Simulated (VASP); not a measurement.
# Rb: single point with PBE

Crystal: Rb.

```xyz
2
Lattice="4.9037 0.0000 0.0000 -2.4519 4.2468 0.0000 0.0000 0.0000 8.0905" Properties=species:S:1:pos:R:3 pbc="T T T"
Rb    0.0000    2.8312    2.0226
Rb    2.4519    1.4156    6.0679
```

This isn't the form of Rb at room conditions, which is bcc.

```json
{
 "Program": "VASP 6.6.1",
 "Task": "single point",
 "Functional": "PBE",
 "Potentials or basis": "VASP PAW PBE potentials, release 64 (Rb_sv)",
 "Cutoff": "520 eV",
 "k mesh": "9 × 9 × 5",
 "Occupations": "fermi-dirac, width 0.08 eV",
 "Spin": "no spin polarisation",
 "Dipole correction": "no",
 "Further INCAR settings": "ALGO = Normal; EDIFF = 1e-07; NBANDS = 16"
}
```

| Item | Value |
| --- | --- |
| Pressure | 0.3 GPa |
| Band gap on the k mesh | zero (bands 9 and 10 overlap by 2.05 eV) |

Levels at points of the mesh, in eV from the Fermi level:
```csv
k point,band 6,band 7,band 8,band 9,band 10,band 11,band 12,band 13
"(0.00, 0.00, 0.00)",-12.90,-12.90,-12.90,-2.09,0.08,0.67,3.54,3.54
```

Run time: 66 s on 1 thread of AMD EPYC 9755 128-Core Processor (shared host), peak memory 0.25 GiB.
